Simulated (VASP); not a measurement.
# Ba2Sr (I4_1/amd) in VASP: single point with PBE

Aim: the single point of Ba2Sr with PBE.

Program: VASP 6.6.1. These are calculated values, not measurements. Logs are shortened: lines on timing, memory, paths and dates and some standing lists are left out, and cuts for length are marked.

## 1. The cell of the first run

It takes space group I4_1/amd (No. 141, tetragonal). The conventional cell has a = 4.265 Å, b = 4.265 Å, c = 40.866 Å, α = 90.00°, β = 90.00°, γ = 90.00°. Ba (site symmetry 2mm) has 6 Ba at 4.26 to 4.30 Å and 4 Sr at 4.43 Å within 5.6 Å. Within 5.6 Å of Sr (site symmetry -4m2) lie 4 Sr at 4.26 Å and 8 Ba at 4.43 Å.

## 2. Single point, PBE

The input, INCAR:

```
PREC     = Accurate       # precision mode
ENCUT    = 520            # plane-wave cutoff, eV
EDIFF    = 1E-6           # SCF threshold, eV
ISMEAR   = 0              # smearing method
SIGMA    = 0.1            # smearing width, eV
LREAL    = False          # projectors in reciprocal space
LASPH    = True           # aspherical terms in the spheres
NELM     = 80             # most SCF steps
ALGO     = Fast           # electronic algorithm
ISIF     = 2              # what is computed and relaxed
LWAVE    = False          # write WAVECAR
LCHARG   = False          # write CHGCAR
GGA      = PE             # functional
NBANDS   = 39             # bands
```

The input, KPOINTS:

```
Automatic mesh
0
Gamma
  4 4 4
```

The input, POSCAR:

```
Ba2Sr
1.0
    0.0000000000     -4.2647691334      0.0000000000
    4.2647691334      0.0000000000      0.0000000000
   -2.1323845667      2.1323845667     20.4329899556
Ba Sr
4 2
Direct
    0.4207210729      0.4207210729      0.8414421457
    0.1707210729      0.6707210729      0.3414421457
    0.3292789271      0.8292789271      0.6585578543
    0.5792789271      0.5792789271      0.1585578543
    0.0000000000      0.0000000000      0.0000000000
    0.7500000000      0.2500000000      0.5000000000
```

Potentials or basis: VASP PAW PBE potentials, release 64 (Ba_sv, Sr_sv).

Run with:

```
> cat potpaw_PBE.64/Ba_sv/POTCAR potpaw_PBE.64/Sr_sv/POTCAR > POTCAR
> mpirun -np 1 vasp_std > vasp.out
```

OUTCAR:

```text
PREC = Accurate
   ENCUT = 520
   EDIFF = 1E-6
   ISMEAR = 0
   LREAL = False
   LASPH = True
   NELM = 80
   ISIF = 2
   GGA = PE

 ion  position               nearest neighbor table
   1  0.421  0.421  0.841-   3 4.30   3 4.30   5 4.43   5 4.43   5 4.43   5 4.43
   2  0.171  0.671  0.341-   4 4.30   4 4.30   6 4.43   6 4.43   6 4.43   6 4.43
   3  0.329  0.829  0.659-   1 4.30   1 4.30   6 4.43   6 4.43   6 4.43   6 4.43
   4  0.579  0.579  0.159-   2 4.30   2 4.30   5 4.43   5 4.43   5 4.43   5 4.43
   5  0.000  0.000  0.000-   4 4.43   1 4.43   4 4.43   1 4.43   1 4.43   4 4.43   4 4.43   1 4.43

   6  0.750  0.250  0.500-   3 4.43   2 4.43   3 4.43   2 4.43   2 4.43   3 4.43   3 4.43   2 4.43

  LATTYP: Found a body centered tetragonal cell.
 ALAT       =     4.2647691334
 C/A-ratio  =     9.5822255866

  Lattice vectors:

 A1 = (  -2.1323845667,  -2.1323845667, -20.4329899556)
 A2 = (   2.1323845667,   2.1323845667, -20.4329899556)
 A3 = (   2.1323845667,  -2.1323845667,  20.4329899556)

Analysis of symmetry for initial positions (statically):
=====================================================================
 Subroutine PRICEL returns:
 Original cell was already a primitive cell.

 Routine SETGRP: Setting up the symmetry group for a
 body centered tetragonal supercell.

 Subroutine GETGRP returns: Found 16 space group operations
 (whereof  8 operations were pure point group operations)
 out of a pool of 16 trial point group operations.

The static configuration has the point symmetry D_2d.
 The point group associated with its full space group is D_4h.

Analysis of symmetry for dynamics (positions and initial velocities):
=====================================================================
 Subroutine PRICEL returns:
 Original cell was already a primitive cell.

 Routine SETGRP: Setting up the symmetry group for a
 body centered tetragonal supercell.

 Subroutine GETGRP returns: Found 16 space group operations
 (whereof  8 operations were pure point group operations)
 out of a pool of 16 trial point group operations.

The dynamic configuration has the point symmetry D_2d.
 The point group associated with its full space group is D_4h.

 Subroutine INISYM returns: Found 16 space group operations
 (whereof  8 operations are pure point group operations),
 and found     1 'primitive' translations

----------------------------------------------------------------------------------------

                                     Primitive cell

  volume of cell :     371.6404

  direct lattice vectors                    reciprocal lattice vectors
     0.000000000 -4.264769133  0.000000000     0.000000000 -0.234479281  0.024470232
     4.264769133  0.000000000  0.000000000     0.234479281  0.000000000  0.024470232
    -2.132384567  2.132384567 20.432989956     0.000000000  0.000000000  0.048940464

  length of vectors
     4.264769133  4.264769133 20.654326578     0.235752679  0.235752679  0.048940464

  position of ions in fractional coordinates (direct lattice)
     0.420721073  0.420721073  0.841442146
     0.170721073  0.670721073  0.341442146
     0.329278927  0.829278927  0.658557854
     0.579278927  0.579278927  0.158557854
     0.000000000  0.000000000  0.000000000
     0.750000000  0.250000000  0.500000000

  ion indices of the primitive-cell ions
   primitive index   ion index
                 1           1
                 2           2
                 3           3
                 4           4
                 5           5
                 6           6

----------------------------------------------------------------------------------------

 KPOINTS: Automatic mesh

Automatic generation of k-mesh.
 Grid dimensions read from file:
 generate k-points for:    4    4    4

 Generating k-lattice:

  Cartesian coordinates                     Fractional coordinates (reciprocal lattice)
     0.000000000 -0.058619820  0.006117558     0.250000000  0.000000000  0.000000000
     0.058619820  0.000000000  0.006117558     0.000000000  0.250000000  0.000000000
     0.000000000  0.000000000  0.012235116     0.000000000  0.000000000  0.250000000

  Length of vectors
     0.058938170  0.058938170  0.012235116

  Shift w.r.t. Gamma in fractional coordinates (k-lattice)
     0.000000000  0.000000000  0.000000000

 Subroutine IBZKPT returns following result:
 ===========================================

 Found     13 irreducible k-points:

 Following reciprocal coordinates:
            Coordinates               Weight
  0.000000  0.000000  0.000000      1.000000
  0.250000  0.000000 -0.000000      8.000000
  0.500000  0.000000 -0.000000      4.000000
  0.250000  0.250000 -0.000000      8.000000
  0.500000  0.250000  0.000000     16.000000
 -0.250000  0.250000  0.000000      4.000000
  0.500000  0.500000 -0.000000      2.000000
  0.000000  0.000000  0.250000      2.000000
  0.250000  0.000000  0.250000      8.000000
  0.500000  0.000000  0.250000      4.000000
  0.250000  0.250000  0.250000      4.000000
  0.500000  0.500000  0.250000      2.000000
  0.000000  0.000000  0.500000      1.000000
   k-points           NKPTS =     13   k-points in BZ     NKDIM =     13   number of bands    NBANDS=     39
   number of dos      NEDOS =    301   number of ions     NIONS =      6
   total plane-waves  NPLWV = 163840
   dimension x,y,z NGX =    32 NGY =   32 NGZ =  160
   dimension x,y,z NGXF=    64 NGYF=   64 NGZF=  320
   ions per type =               4   2
   NGX,Y,Z   is equivalent  to a cutoff of  12.47, 12.47, 12.88 a.u.
   NGXF,Y,Z  is equivalent  to a cutoff of  24.95, 24.95, 25.76 a.u.
 SYSTEM =  unknown system
   PREC   = accura    normal or accurate (medium, high low for compatibility)
   ISTART =      0    job   : 0-new  1-cont  2-samecut
   ICHARG =      2    charge: 1-file 2-atom 10-const
   ISPIN  =      1    spin polarized calculation?
   LNONCOLLINEAR =      F non collinear calculations
   LSORBIT =      F    spin-orbit coupling
   LASPH  =      T    aspherical Exc in radial PAW
   ENCUT  =  520.0 eV  38.22 Ry    6.18 a.u.   7.93  7.93 38.40*2*pi/ulx,y,z
   NELM   =     80;   NELMIN=  2; NELMDL= -5     # of ELM steps
   EDIFF  = 0.1E-05   stopping-criterion for ELM
   LREAL  =      F    real-space projection
   EDIFFG = 0.1E-04   stopping-criterion for IOM
   NSW    =      0    number of steps for IOM
   IBRION =     -1    ionic relax: 0-MD 1-quasi-New 2-CG
   NFREE  =      0    steps in history (QN), initial steepest desc. (CG)
   ISIF   =      2    stress and relaxation
   ISYM   =      2    0-nonsym 1-usesym 2-fastsym
   POTIM  = 0.5000    time-step for ionic-motion
   TEBEG  =    0.0;   TEEND  =   0.0 temperature during run
   PSTRESS=    0.0 pullay stress
   NELECT =      60.0000    total number of electrons
   NUPDOWN=      -1.0000    fix difference up-down
   EMIN   =  10.00;   EMAX   =-10.00  energy-range for DOS
   EFERMI =   0.00;   METHOD = LEGACY
   ISMEAR =     0;   SIGMA  =   0.10  broadening in eV -4-tet -1-fermi 0-gaus
   EFERMI_NEDOS =   21; number of points for ismear=-14 and -15
   IALGO  =     68    algorithm
   IMIX   =      4    mixing-type and parameters
     AMIX     =   0.40;   BMIX     =  1.00
     AMIX_MAG =   1.60;   BMIX_MAG =  1.00
  volume/ion in A,a.u.               =      61.94       417.99
  Fermi-wavevector in a.u.,A,eV,Ry     =   0.891424  1.684547 10.811686  0.794637
  Thomas-Fermi vector in A             =   2.013242
   LORBIT       =      0    0 simple, 1 ext, 2 COOP (PROOUT), +10 PAW based schemes
   GGA     = PE    functional components
   LHFCALC =     F    Hartree Fock is set to
   AEXX    =    0.0000 exact exchange contribution
   IVDW    =     0    specifies the selected vdW correction
   LEPSILON=     F    determine dielectric tensor
   LRPA    =     F    only Hartree local field effects (RPA)
 non-spin polarized calculation
 RMM-DIIS sequential band-by-band and
 Gauss-broadening in eV      SIGMA  =   0.10
  energy-cutoff  :      520.00
  volume of cell :      371.64
 maximum number of plane-waves:     10048
   NGX = 15   NGY = 15   NGZ = 77

 number of electron      59.9999997 magnetization

 Free energy of the ion-electron system (eV)
  ---------------------------------------------------
  ext. energy  EPLUGINS =         0.00000000
  ---------------------------------------------------
  free energy    TOTEN  =       -10.44400240 eV

  energy without entropy =      -10.40296121  energy(sigma->0) =      -10.42348180

 E-fermi :   1.5374     XC(G=0):  -7.3046

 val. band max:        1.4451950744   @ k =   0.5000   0.2500   0.0000
 cond. band min:       1.5519130542   @ k =   0.5000   0.2500   0.0000
 fundamental gap:      0.1067179798
 Fermi energy:         1.5374126517

 k-point     1 :       0.0000    0.0000    0.0000
  band No.  band energies     occupation
      1     -35.0889      2.00000
      2     -35.0889      2.00000
      3     -27.4874      2.00000
      4     -27.4874      2.00000
      5     -27.4659      2.00000
      6     -27.4659      2.00000
[... 31 lines left out ...]
     38       2.8424      0.00000
     39       3.2153      0.00000

 k-point     2 :       0.2500    0.0000   -0.0000
  band No.  band energies     occupation
      1     -35.0865      2.00000
      2     -35.0865      2.00000
      3     -27.4755      2.00000
      4     -27.4724      2.00000
      5     -27.4571      2.00000
      6     -27.4543      2.00000
[... 31 lines left out ...]
     38       2.8862      0.00000
     39       3.0195      0.00000

 k-point     3 :       0.5000    0.0000   -0.0000
  band No.  band energies     occupation
      1     -35.0842      2.00000
      2     -35.0842      2.00000
      3     -27.4636      2.00000
      4     -27.4528      2.00000
      5     -27.4528      2.00000
      6     -27.4426      2.00000
[... 31 lines left out ...]
     38       2.8120      0.00000
     39       3.0284      0.00000

 k-point     4 :       0.2500    0.2500   -0.0000
  band No.  band energies     occupation
      1     -35.0842      2.00000
      2     -35.0842      2.00000
      3     -27.4607      2.00000
      4     -27.4607      2.00000
      5     -27.4456      2.00000
      6     -27.4456      2.00000
[... 31 lines left out ...]
     38       2.4816      0.00000
     39       2.8402      0.00000
[... 292 lines left out ...]
     38       2.4901      0.00000
     39       2.9113      0.00000

 k-point    12 :       0.5000    0.5000    0.2500
  band No.  band energies     occupation
      1     -35.0796      2.00000
      2     -35.0796      2.00000
      3     -27.4297      2.00000
      4     -27.4297      2.00000
      5     -27.4297      2.00000
      6     -27.4297      2.00000
[... 31 lines left out ...]
     38       2.1431      0.00000
     39       3.1530      0.00000

 k-point    13 :       0.0000    0.0000    0.5000
  band No.  band energies     occupation
      1     -35.0889      2.00000
      2     -35.0889      2.00000
      3     -27.4874      2.00000
      4     -27.4874      2.00000
      5     -27.4659      2.00000
      6     -27.4659      2.00000
[... 31 lines left out ...]
     38       2.9245      0.00000
     39       3.0835      0.00000

------------------------ aborting loop because EDIFF is reached ----------------------------------------

  FORCE on cell =-STRESS in cart. coord.  units (eV):
  Direction    XX          YY          ZZ          XY          YZ          ZX
  --------------------------------------------------------------------------------------
  -------------------------------------------------------------------------------------
  Total        0.2382330      0.2382330      0.2624057      0.0000000      0.0000000      0.0000000
  in kB        1.0270449      1.0270449      1.1312561      0.0000000      0.0000000      0.0000000
  external PRESSURE =       1.0617820 kB  Pullay stress =       0.0000000 kB

 VOLUME and BASIS-vectors are now :
 -----------------------------------------------------------------------------
  energy-cutoff  :      520.00
  volume of cell :      371.64
      direct lattice vectors                 reciprocal lattice vectors
     0.000000000 -4.264769133  0.000000000     0.000000000 -0.234479281  0.024470232
     4.264769133  0.000000000  0.000000000     0.234479281  0.000000000  0.024470232
    -2.132384567  2.132384567 20.432989956     0.000000000  0.000000000  0.048940464

 POSITION                                       TOTAL-FORCE (eV/Angst)
 -----------------------------------------------------------------------------------
      0.00000     -0.00000     17.19318         0.000000     -0.000000     -0.014318
      2.13238     -0.00000      6.97668         0.000000      0.000000     -0.014318
      2.13238      0.00000     13.45631         0.000000      0.000000      0.014318
      2.13238     -2.13238      3.23981        -0.000000      0.000000      0.014318
      0.00000      0.00000      0.00000        -0.000000      0.000000      0.000000
      0.00000     -2.13238     10.21649         0.000000     -0.000000      0.000000
 -----------------------------------------------------------------------------------
    total drift:                               -0.000000      0.000000      0.000000

  FREE ENERGIE OF THE ION-ELECTRON SYSTEM (eV)
  ---------------------------------------------------
  free  energy   TOTEN  =       -10.4440023960 eV

  energy  without entropy=      -10.4029612058  energy(sigma->0) =      -10.42348180
```

Wall time 15 min (1 thread of Intel Xeon 8259CL, shared host); peak memory 0.52 GiB.

Results:

```
Free energy            : -10.4440 eV
Pressure               : 0.1 GPa
Largest force          : 0.014 eV/Å
Band gap on the k mesh : zero (bands 30 and 31 overlap by 0.32 eV)
```

Forces on the atoms (eV/Å):
```
Ba   0.000  0.000 -0.014
Ba   0.000  0.000 -0.014
Ba   0.000  0.000  0.014
Ba   0.000  0.000  0.014
Sr   0.000  0.000  0.000
Sr   0.000  0.000  0.000
```

Caveat: the k points lie up to 0.37 Å⁻¹ apart; spin-orbit coupling is left out, which moves the levels of the heavy elements.

The gap in the log of VASP goes by the Fermi energy; the results here count the filled bands.